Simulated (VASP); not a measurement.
# NaCl (Fm-3m) in VASP: further runs, part 2 of 2

VASP 6.6.1.

## Step 4: Single point, PBEsol

This run uses another cell than the first one, of 24.41 Å³/atom, 1.048 times its volume.

Input file INCAR:

```
PREC = Accurate
ENCUT = 500
EDIFF = 1E-6
ISMEAR = 0
SIGMA = 0.01
LREAL = F
LASPH = T
NELM = 120
ALGO = Normal
ISIF = 2
LWAVE = F
LCHARG = F
GGA = PS
NBANDS = 14
GGA_COMPAT = F
```

Input file KPOINTS:

```
Automatic mesh
0
Gamma
  6 6 6
```

Input file POSCAR:

```
NaCl
1.0
    0.0000000000      2.9007071244      2.9007071244
    2.9007071244      0.0000000000      2.9007071244
    2.9007071244      2.9007071244      0.0000000000
Na Cl
1 1
Direct
    0.0000000000      0.0000000000      0.0000000000
    0.5000000000      0.5000000000      0.5000000000
```

Potentials or basis: VASP PAW PBE potentials, release 64 (Na_pv, Cl).

The run is started by

```console
$ cat potpaw_PBE.64/Na_pv/POTCAR potpaw_PBE.64/Cl/POTCAR > POTCAR
$ mpirun -np 1 vasp_std > vasp.out
```

OUTCAR:

```text
PREC = Accurate
   ENCUT = 500
   EDIFF = 1E-6
   ISMEAR = 0
   LREAL = F
   LASPH = T
   NELM = 120
   ISIF = 2
   GGA = PS

 ion  position               nearest neighbor table
   1  0.000  0.000  0.000-
   2  0.500  0.500  0.500-

  LATTYP: Found a face centered cubic cell.
 ALAT       =     5.8014142488

  Lattice vectors:

 A1 = (   0.0000000000,   2.9007071244,   2.9007071244)
 A2 = (   2.9007071244,   0.0000000000,   2.9007071244)
 A3 = (   2.9007071244,   2.9007071244,   0.0000000000)

Analysis of symmetry for initial positions (statically):
=====================================================================
 Subroutine PRICEL returns:
 Original cell was already a primitive cell.

 Routine SETGRP: Setting up the symmetry group for a
 face centered cubic supercell.

 Subroutine GETGRP returns: Found 48 space group operations
 (whereof 48 operations were pure point group operations)
 out of a pool of 48 trial point group operations.

The static configuration has the point symmetry O_h .

Analysis of symmetry for dynamics (positions and initial velocities):
=====================================================================
 Subroutine PRICEL returns:
 Original cell was already a primitive cell.

 Routine SETGRP: Setting up the symmetry group for a
 face centered cubic supercell.

 Subroutine GETGRP returns: Found 48 space group operations
 (whereof 48 operations were pure point group operations)
 out of a pool of 48 trial point group operations.

The dynamic configuration has the point symmetry O_h .

 Subroutine INISYM returns: Found 48 space group operations
 (whereof 48 operations are pure point group operations),
 and found     1 'primitive' translations

----------------------------------------------------------------------------------------
[... 109 lines left out ...]
   GGA     = PS    functional components
   LHFCALC =     F    Hartree Fock is set to
   AEXX    =    0.0000 exact exchange contribution
   IVDW    =     0    specifies the selected vdW correction
   LEPSILON=     F    determine dielectric tensor
   LRPA    =     F    only Hartree local field effects (RPA)
 non-spin polarized calculation
 Gauss-broadening in eV      SIGMA  =   0.01
  energy-cutoff  :      500.00
  volume of cell :       48.81
 maximum number of plane-waves:      1258
 NGX is ok and might be reduce to    30
   NGX = 15   NGY = 15   NGZ = 15

 number of electron      13.9999998 magnetization

 Free energy of the ion-electron system (eV)
  ---------------------------------------------------
  ext. energy  EPLUGINS =         0.00000000
  ---------------------------------------------------
  free energy    TOTEN  =        -6.96423501 eV

  energy without entropy =       -6.96423501  energy(sigma->0) =       -6.96423501

 E-fermi :  -1.1626     XC(G=0):  -7.9653

 val. band max:       -1.2419287715   @ k =   0.0000   0.0000   0.0000
 cond. band min:       3.4014046682   @ k =   0.0000   0.0000   0.0000
 fundamental gap:      4.6433334397
 Fermi energy:        -1.1625666855

 k-point     1 :       0.0000    0.0000    0.0000
  band No.  band energies     occupation
      1     -22.0683      2.00000
      2     -22.0683      2.00000
      3     -22.0683      2.00000
      4     -13.7075      2.00000
      5      -1.2419      2.00000
      6      -1.2419      2.00000
      7      -1.2419      2.00000
      8       3.4014      0.00000
      9       9.6610      0.00000
     10       9.6610      0.00000
     11       9.6610      0.00000
     12      11.7733      0.00000
     13      11.7733      0.00000
     14      13.0204      0.00000
[... 241 lines left out ...]
      1     -22.0805      2.00000
      2     -22.0763      2.00000
      3     -22.0751      2.00000
      4     -13.3886      2.00000
      5      -2.5234      2.00000
      6      -2.0508      2.00000
      7      -1.8739      2.00000
      8       6.7537      0.00000
      9       7.3986      0.00000
     10       8.6995      0.00000
     11      10.2357      0.00000
     12      13.1246      0.00000
     13      14.3596      0.00000
     14      14.4854      0.00000

------------------------ aborting loop because EDIFF is reached ----------------------------------------

  FORCE on cell =-STRESS in cart. coord.  units (eV):
  Direction    XX          YY          ZZ          XY          YZ          ZX
  --------------------------------------------------------------------------------------
  -------------------------------------------------------------------------------------
  Total       -0.6533761     -0.6533761     -0.6533761      0.0000000      0.0000000      0.0000000
  in kB      -21.4453022    -21.4453022    -21.4453022      0.0000000      0.0000000      0.0000000
  external PRESSURE =     -21.4453022 kB  Pullay stress =       0.0000000 kB

 VOLUME and BASIS-vectors are now :
 -----------------------------------------------------------------------------
  energy-cutoff  :      500.00
  volume of cell :       48.81
      direct lattice vectors                 reciprocal lattice vectors
     0.000000000  2.900707124  2.900707124    -0.172371763  0.172371763  0.172371763
     2.900707124  0.000000000  2.900707124     0.172371763 -0.172371763  0.172371763
     2.900707124  2.900707124  0.000000000     0.172371763  0.172371763 -0.172371763

 POSITION                                       TOTAL-FORCE (eV/Angst)
 -----------------------------------------------------------------------------------
      0.00000      0.00000      0.00000         0.000000      0.000000      0.000000
      2.90071      2.90071      2.90071        -0.000000     -0.000000      0.000000
 -----------------------------------------------------------------------------------
    total drift:                                0.000000      0.000000      0.000000

  FREE ENERGIE OF THE ION-ELECTRON SYSTEM (eV)
  ---------------------------------------------------
  free  energy   TOTEN  =        -6.9642350101 eV

  energy  without entropy=       -6.9642350101  energy(sigma->0) =       -6.96423501
```

Run time: 22 s. Hardware: 1 thread of Intel Xeon 8259CL, shared host; peak memory 0.16 GiB.

What came out:

```
Free energy            : -6.9642 eV
Pressure               : -2.1 GPa
Band gap on the k mesh : 4.64 eV, direct
```

Caveat: the PAW data sets were made with another functional, which shifts forces and pressure a little.

## Step 5: Summary

| cell | gap on the mesh (eV) | pressure (GPa) |
| --- | --- | --- |
| a = 4.039 Å, angles 60.0°, 2 atoms | 4.80 | -1.3 |
| a = 4.071 Å, angles 60.0°, 2 atoms | 4.72 | -1.8 |
| a = 4.102 Å, angles 60.0°, 2 atoms | 4.64 | -2.1 |

Alike in all rows: task single point; level PBEsol; potentials or basis VASP PAW PBE potentials, release 64 (Na_pv, Cl); no spin polarisation; k mesh 6 × 6 × 6; cutoff (eV) 500; smearing gaussian 0.01 eV.

Caveats: the PAW data sets were made with another functional, which shifts forces and pressure a little.

Absolute energies hang on the potentials; compare differences alone.
